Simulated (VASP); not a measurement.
# GaN (P6_3mc) in VASP: single point with PBE

Aim: the single point of GaN with PBE.

Everything below comes from runs of VASP 6.6.1. Logs are shortened: lines on timing, memory, paths and dates and some standing lists are left out, and cuts for length are marked.

## 1. The cell of the first run

The structure is hexagonal, space group P6_3mc (No. 186). Conventional cell: a = 3.208 Å, b = 3.208 Å, c = 5.185 Å, α = 90.00°, β = 90.00°, γ = 120.00°. Ga (site symmetry 3m) has 4 N at 1.96 Å within 2.6 Å. Within 2.6 Å of N (site symmetry 3m) lie 4 Ga at 1.96 Å.

## 2. Single point, PBE

The input, INCAR:

```
ALGO     = Normal         # electronic algorithm
EDIFF    = 1E-7           # SCF threshold, eV
ENCUT    = 520            # plane-wave cutoff, eV
GGA      = PE             # functional
ISIF     = 2              # what is computed and relaxed
ISMEAR   = 0              # smearing method
LASPH    = T              # aspherical terms in the spheres
LCHARG   = F              # write CHGCAR
LREAL    = F              # projectors in reciprocal space
LWAVE    = F              # write WAVECAR
NBANDS   = 26             # bands
NELM     = 60             # most SCF steps
PREC     = Accurate       # precision mode
SIGMA    = 0.05           # smearing width, eV
```

The input, KPOINTS:

```
k-points
0
Gamma
  8 8 5
```

The input, POSCAR:

```
GaN
1.0
    3.2081339984      0.0000000000      0.0000000000
   -1.6040669992      2.7783255414      0.0000000000
    0.0000000000      0.0000000000      5.1850000000
Ga N
2 2
Direct
    0.3333333333      0.6666666667     -0.0004977632
    0.6666666667      0.3333333333      0.4995022368
    0.3333333333      0.6666666667      0.3774977632
    0.6666666667      0.3333333333      0.8774977632
```

Potentials or basis: VASP PAW PBE potentials, release 64 (Ga_d, N).

The run is started by

```bash
cat potpaw_PBE.64/Ga_d/POTCAR potpaw_PBE.64/N/POTCAR > POTCAR
mpirun -np 1 vasp_std > vasp.out
```

OUTCAR:

```text
EDIFF = 1E-7
   ENCUT = 520
   GGA = PE
   ISIF = 2
   ISMEAR = 0
   LASPH = T
   LREAL = F
   NELM = 60
   PREC = Accurate

 ion  position               nearest neighbor table
   1  0.333  0.667  1.000-   4 1.96   4 1.96   4 1.96   3 1.96
   2  0.667  0.333  0.500-   3 1.96   3 1.96   3 1.96   4 1.96
   3  0.333  0.667  0.377-   2 1.96   2 1.96   2 1.96   1 1.96
   4  0.667  0.333  0.877-   1 1.96   1 1.96   1 1.96   2 1.96

  LATTYP: Found a hexagonal cell.
 ALAT       =     3.2081339984
 C/A-ratio  =     1.6162043115

  Lattice vectors:

 A1 = (   3.2081339984,   0.0000000000,   0.0000000000)
 A2 = (  -1.6040669992,   2.7783255414,   0.0000000000)
 A3 = (   0.0000000000,   0.0000000000,   5.1850000000)

Analysis of symmetry for initial positions (statically):
=====================================================================
 Subroutine PRICEL returns:
 Original cell was already a primitive cell.

 Routine SETGRP: Setting up the symmetry group for a
 hexagonal supercell.

 Subroutine GETGRP returns: Found 12 space group operations
 (whereof  6 operations were pure point group operations)
 out of a pool of 24 trial point group operations.

The static configuration has the point symmetry C_3v.
 The point group associated with its full space group is C_6v.

Analysis of symmetry for dynamics (positions and initial velocities):
=====================================================================
 Subroutine PRICEL returns:
 Original cell was already a primitive cell.

 Routine SETGRP: Setting up the symmetry group for a
 hexagonal supercell.

 Subroutine GETGRP returns: Found 12 space group operations
 (whereof  6 operations were pure point group operations)
 out of a pool of 24 trial point group operations.

The dynamic configuration has the point symmetry C_3v.
 The point group associated with its full space group is C_6v.

 Subroutine INISYM returns: Found 12 space group operations
 (whereof  6 operations are pure point group operations),
 and found     1 'primitive' translations

----------------------------------------------------------------------------------------

                                     Primitive cell

  volume of cell :      46.2152

[... 82 lines left out ...]
 SYSTEM =  unknown system
   PREC   = accura    normal or accurate (medium, high low for compatibility)
   ISTART =      0    job   : 0-new  1-cont  2-samecut
   ICHARG =      2    charge: 1-file 2-atom 10-const
   ISPIN  =      1    spin polarized calculation?
   LNONCOLLINEAR =      F non collinear calculations
   LSORBIT =      F    spin-orbit coupling
   LASPH  =      T    aspherical Exc in radial PAW
   ENCUT  =  520.0 eV  38.22 Ry    6.18 a.u.   5.97  5.97  9.64*2*pi/ulx,y,z
   NELM   =     60;   NELMIN=  2; NELMDL= -5     # of ELM steps
   EDIFF  = 0.1E-06   stopping-criterion for ELM
   LREAL  =      F    real-space projection
   EDIFFG = 0.1E-05   stopping-criterion for IOM
   NSW    =      0    number of steps for IOM
   IBRION =     -1    ionic relax: 0-MD 1-quasi-New 2-CG
   NFREE  =      0    steps in history (QN), initial steepest desc. (CG)
   ISIF   =      2    stress and relaxation
   ISYM   =      2    0-nonsym 1-usesym 2-fastsym
   POTIM  = 0.5000    time-step for ionic-motion
   TEBEG  =    0.0;   TEEND  =   0.0 temperature during run
   PSTRESS=    0.0 pullay stress
   NELECT =      36.0000    total number of electrons
   NUPDOWN=      -1.0000    fix difference up-down
   EMIN   =  10.00;   EMAX   =-10.00  energy-range for DOS
   EFERMI =   0.00;   METHOD = LEGACY
   ISMEAR =     0;   SIGMA  =   0.05  broadening in eV -4-tet -1-fermi 0-gaus
   EFERMI_NEDOS =   21; number of points for ismear=-14 and -15
   IALGO  =     38    algorithm
   IMIX   =      4    mixing-type and parameters
     AMIX     =   0.40;   BMIX     =  1.00
     AMIX_MAG =   1.60;   BMIX_MAG =  1.00
  volume/ion in A,a.u.               =      11.55        77.97
  Fermi-wavevector in a.u.,A,eV,Ry     =   1.506309  2.846512 30.871186  2.268968
  Thomas-Fermi vector in A             =   2.617044
   LORBIT       =      0    0 simple, 1 ext, 2 COOP (PROOUT), +10 PAW based schemes
   GGA     = PE    functional components
   LHFCALC =     F    Hartree Fock is set to
   AEXX    =    0.0000 exact exchange contribution
   IVDW    =     0    specifies the selected vdW correction
   LEPSILON=     F    determine dielectric tensor
   LRPA    =     F    only Hartree local field effects (RPA)
 non-spin polarized calculation
 Gauss-broadening in eV      SIGMA  =   0.05
  energy-cutoff  :      520.00
  volume of cell :       46.22
 maximum number of plane-waves:      1262
 NGX is ok and might be reduce to    24
   NGX = 11   NGY = 11   NGZ = 19

 number of electron      35.9999968 magnetization

 Free energy of the ion-electron system (eV)
  ---------------------------------------------------
  ext. energy  EPLUGINS =         0.00000000
  ---------------------------------------------------
  free energy    TOTEN  =       -24.31682683 eV

  energy without entropy =      -24.31682683  energy(sigma->0) =      -24.31682683

 E-fermi :   5.4839     XC(G=0): -11.6075

 val. band max:        5.1879163411   @ k =   0.0000   0.0000   0.0000
 cond. band min:       7.0406099406   @ k =   0.0000   0.0000   0.0000
 fundamental gap:      1.8526935995
 Fermi energy:         5.4838987491

 k-point     1 :       0.0000    0.0000    0.0000
  band No.  band energies     occupation
      1     -10.6864      2.00000
      2      -9.8013      2.00000
      3      -8.2324      2.00000
      4      -8.2195      2.00000
      5      -8.2195      2.00000
      6      -8.1595      2.00000
[... 685 lines left out ...]
     25      16.7512      0.00000
     26      17.6584      0.00000

 [... further k-points ...]
[... 5 lines left out ...]
  --------------------------------------------------------------------------------------
  -------------------------------------------------------------------------------------
  Total        0.7068067      0.7068067      1.3601982      0.0000000      0.0000000      0.0000000
  in kB       24.5034278     24.5034278     47.1550691      0.0000000      0.0000000      0.0000000
  external PRESSURE =      32.0539749 kB  Pullay stress =       0.0000000 kB

 VOLUME and BASIS-vectors are now :
 -----------------------------------------------------------------------------
  energy-cutoff  :      520.00
  volume of cell :       46.22
      direct lattice vectors                 reciprocal lattice vectors
     3.208133998  0.000000000  0.000000000     0.311707678  0.179964512  0.000000000
    -1.604066999  2.778325541  0.000000000     0.000000000  0.359929024  0.000000000
     0.000000000  0.000000000  5.185000000     0.000000000  0.000000000  0.192864031

 POSITION                                       TOTAL-FORCE (eV/Angst)
 -----------------------------------------------------------------------------------
     -0.00000      1.85222      5.18242         0.000000      0.000000     -0.000313
      1.60407      0.92611      2.58992        -0.000000      0.000000     -0.000313
     -0.00000      1.85222      1.95733         0.000000     -0.000000      0.000313
      1.60407      0.92611      4.54983         0.000000      0.000000      0.000313
 -----------------------------------------------------------------------------------
    total drift:                               -0.000001     -0.000001     -0.000945

  FREE ENERGIE OF THE ION-ELECTRON SYSTEM (eV)
  ---------------------------------------------------
  free  energy   TOTEN  =       -24.3168268298 eV

  energy  without entropy=      -24.3168268298  energy(sigma->0) =      -24.31682683
```

OSZICAR:

```text
N       E                     dE             d eps       ncg     rms          rms(c)
DAV:   1     0.274040820785E+03    0.27404E+03   -0.17746E+04  1760   0.257E+03
DAV:   2     0.678762965788E+01   -0.26725E+03   -0.25341E+03  1704   0.479E+02
DAV:   3    -0.271885747094E+02   -0.33976E+02   -0.33493E+02  1866   0.141E+02
DAV:   4    -0.282741578550E+02   -0.10856E+01   -0.10807E+01  1834   0.272E+01
DAV:   5    -0.282992147465E+02   -0.25057E-01   -0.25034E-01  1936   0.396E+00    0.109E+01
DAV:   6    -0.242408223486E+02    0.40584E+01   -0.10047E+01  2604   0.486E+01    0.307E+00
DAV:   7    -0.243349617757E+02   -0.94139E-01   -0.13783E+00  1676   0.900E+00    0.270E+00
DAV:   8    -0.243295157938E+02    0.54460E-02   -0.14416E-01  2568   0.488E+00    0.775E-01
DAV:   9    -0.243163299682E+02    0.13186E-01   -0.43569E-02  2564   0.351E+00    0.353E-01
DAV:  10    -0.243168336750E+02   -0.50371E-03   -0.45226E-03  1646   0.410E-01    0.621E-02
DAV:  11    -0.243168272680E+02    0.64071E-05   -0.23734E-04  2668   0.274E-01    0.389E-02
DAV:  12    -0.243168254697E+02    0.17983E-05   -0.41708E-05  2072   0.574E-02    0.370E-03
DAV:  13    -0.243168266923E+02   -0.12226E-05   -0.75242E-06  2358   0.353E-02    0.122E-02
DAV:  14    -0.243168267838E+02   -0.91571E-07   -0.16637E-06  1642   0.107E-02    0.305E-03
DAV:  15    -0.243168268298E+02   -0.46000E-07   -0.17299E-07  1488   0.279E-03
   1 F= -.24316827E+02 E0= -.24316827E+02  d E =-.731522E-19
```

Run time: 17 s. Hardware: 1 thread of Intel Xeon 6975P-C (Granite Rapids), shared host; peak memory 0.17 GiB.

What came out:

- Free energy: -24.3168 eV
- Pressure: 3.2 GPa
- Band gap on the k mesh: 1.85 eV, direct
